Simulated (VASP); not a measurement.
# SiC (R3m) in VASP: notebook, part 2 of 2

VASP 6.6.1.

**3. Single point, PBE**

This run uses another cell than the first one, of the same volume but with other edges.

Input file INCAR:

```
PREC = Accurate
ENCUT = 520
EDIFF = 1E-6
ISMEAR = 0
SIGMA = 0.05
LREAL = F
LASPH = T
NELM = 60
ALGO = Normal
ISIF = 2
LWAVE = F
LCHARG = F
GGA = PE
NBANDS = 11
```

Input file KPOINTS:

```
Automatic mesh
0
Gamma
  12 12 12
```

Input file POSCAR:

```
SiC
1.0
    0.0000000000      2.1552902109      2.1552902109
    2.1552902109      0.0000000000      2.1552902109
    2.0446519801      2.0446519801      0.1106382308
Si C
1 1
Direct
    0.0000000000      0.0000000000      0.0000000000
    0.7500000000      0.7500000000      0.7500000000
```

Potentials or basis: VASP PAW PBE potentials, release 64 (Si, C).

On the command line:

```
cat potpaw_PBE.64/Si/POTCAR potpaw_PBE.64/C/POTCAR > POTCAR
mpirun -np 1 vasp_std > vasp.out
```

OUTCAR:

```text
PREC = Accurate
   ENCUT = 520
   EDIFF = 1E-6
   ISMEAR = 0
   LREAL = F
   LASPH = T
   NELM = 60
   ISIF = 2
   GGA = PE

 ion  position               nearest neighbor table
   1  0.000  0.000  0.000-   2 1.72   2 1.85   2 1.85   2 1.85
   2  0.750  0.750  0.750-   1 1.72   1 1.85   1 1.85   1 1.85

  LATTYP: Found a trigonal (rhomboedric) cell.
 ALAT       =     2.8936904219
 COS(alpha) =     0.4452371389

  Lattice vectors:

 A1 = (   2.0446519801,  -0.1106382308,  -2.0446519801)
 A2 = (  -0.1106382308,   2.0446519801,  -2.0446519801)
 A3 = (   2.0446519801,   2.0446519801,   0.1106382308)

Analysis of symmetry for initial positions (statically):
=====================================================================
 Subroutine PRICEL returns:
 Original cell was already a primitive cell.

 Routine SETGRP: Setting up the symmetry group for a
 trigonal (rhombohedral) supercell.

 Subroutine GETGRP returns: Found  6 space group operations
 (whereof  6 operations were pure point group operations)
 out of a pool of 12 trial point group operations.

The static configuration has the point symmetry C_3v.

Analysis of symmetry for dynamics (positions and initial velocities):
[... 165 lines left out ...]

 k-point     1 :       0.0000    0.0000    0.0000
  band No.  band energies     occupation
      1      -6.9070      2.00000
      2       9.2496      2.00000
      3       9.2496      2.00000
      4       9.7284      2.00000
      5      16.1268      0.00000
      6      16.9123      0.00000
      7      16.9123      0.00000
      8      19.9339      0.00000
      9      24.6956      0.00000
     10      24.6956      0.00000
     11      27.4288      0.00000
[... 309 lines left out ...]
 k-point    24 :      -0.4167    0.1667    0.0000
  band No.  band energies     occupation
      1      -2.7970      2.00000
      2       0.8038      2.00000
      3       6.2567      2.00000
      4       8.1577      2.00000
      5      15.2994      0.00000
      6      18.0115      0.00000
      7      19.3765      0.00000
      8      21.3644      0.00000
      9      24.4975      0.00000
     10      26.6378      0.00000
     11      29.0064      0.00000

 [... further k-points ...]
[... 5 lines left out ...]
  --------------------------------------------------------------------------------------
  -------------------------------------------------------------------------------------
  Total        4.3024835      4.3024835      4.3024835      2.4274131     -2.4274131     -2.4274131
  in kB      372.9759532    372.9759532    372.9759532    210.4288634   -210.4288634   -210.4288634
  external PRESSURE =     372.9759532 kB  Pullay stress =       0.0000000 kB

 VOLUME and BASIS-vectors are now :
 -----------------------------------------------------------------------------
  energy-cutoff  :      520.00
  volume of cell :       18.48
      direct lattice vectors                 reciprocal lattice vectors
     0.000000000  2.155290211  2.155290211    -0.238438394  0.225536246  0.238438394
     2.155290211  0.000000000  2.155290211     0.225536246 -0.238438394  0.238438394
     2.044651980  2.044651980  0.110638231     0.251340542  0.251340542 -0.251340542

 POSITION                                       TOTAL-FORCE (eV/Angst)
 -----------------------------------------------------------------------------------
      0.00000      0.00000      0.00000        -1.057916     -1.057916      1.057916
      3.14996      3.14996      3.31591         1.057916      1.057916     -1.057916
 -----------------------------------------------------------------------------------
    total drift:                                0.000139      0.000139     -0.000139

  FREE ENERGIE OF THE ION-ELECTRON SYSTEM (eV)
  ---------------------------------------------------
  free  energy   TOTEN  =       -14.6241120185 eV

  energy  without entropy=      -14.6241120185  energy(sigma->0) =      -14.62411202
```

OSZICAR:

```text
N       E                     dE             d eps       ncg     rms          rms(c)
DAV:   1     0.344066575147E+01    0.34407E+01   -0.40602E+03  4356   0.618E+02
DAV:   2    -0.163526595017E+02   -0.19793E+02   -0.18880E+02  5168   0.113E+02
DAV:   3    -0.168870637849E+02   -0.53440E+00   -0.53353E+00  5110   0.152E+01
DAV:   4    -0.168888051502E+02   -0.17414E-02   -0.17413E-02  4729   0.110E+00
DAV:   5    -0.168888118277E+02   -0.66776E-05   -0.66775E-05  5101   0.633E-02    0.102E+01
DAV:   6    -0.147308509112E+02    0.21580E+01   -0.68759E+00  4653   0.123E+01    0.462E+00
DAV:   7    -0.146331574953E+02    0.97693E-01   -0.56682E-01  5072   0.427E+00    0.204E+00
DAV:   8    -0.146239130170E+02    0.92445E-02   -0.25397E-02  4623   0.107E+00    0.184E-01
DAV:   9    -0.146240288316E+02   -0.11581E-03   -0.16998E-03  5080   0.261E-01    0.120E-01
DAV:  10    -0.146241037434E+02   -0.74912E-04   -0.20879E-04  4572   0.957E-02    0.378E-02
DAV:  11    -0.146241118110E+02   -0.80676E-05   -0.23978E-05  4998   0.313E-02    0.143E-02
DAV:  12    -0.146241120185E+02   -0.20753E-06   -0.21586E-06  4531   0.100E-02
   1 F= -.14624112E+02 E0= -.14624112E+02  d E =-.523688E-18
```

stdout:

```text
POSCAR found type information on POSCAR SiC
 POSCAR found :  2 types and       2 ions
 scaLAPACK will be used
 LDA part: xc-table for (Slater+PW92), standard interpolation
 POSCAR, INCAR and KPOINTS ok, starting setup
 FFT: planning ... GRIDC
 FFT: planning ... GRID_SOFT
 FFT: planning ... GRID
 WAVECAR not read
 entering main loop
```

Wall time 41 s (1 thread of Intel Xeon 8259CL, shared host); peak memory 0.16 GiB.

Results:

```yaml
Free_energy: -14.6241 eV
Pressure: 37.3 GPa
Largest_force: 1.832 eV/Å
Band_gap_on_the_k_mesh: 0.83 eV, indirect (least direct gap 3.99 eV)
```

Forces on the atoms (eV/Å):
```
Si  -1.058 -1.058  1.058
C    1.058  1.058 -1.058
```

Caveat: forces of over 1 eV/Å act on the atoms, so gaps and moduli don't describe the material at rest. A hybrid or GW would open this gap; PBE tends to underestimate it.
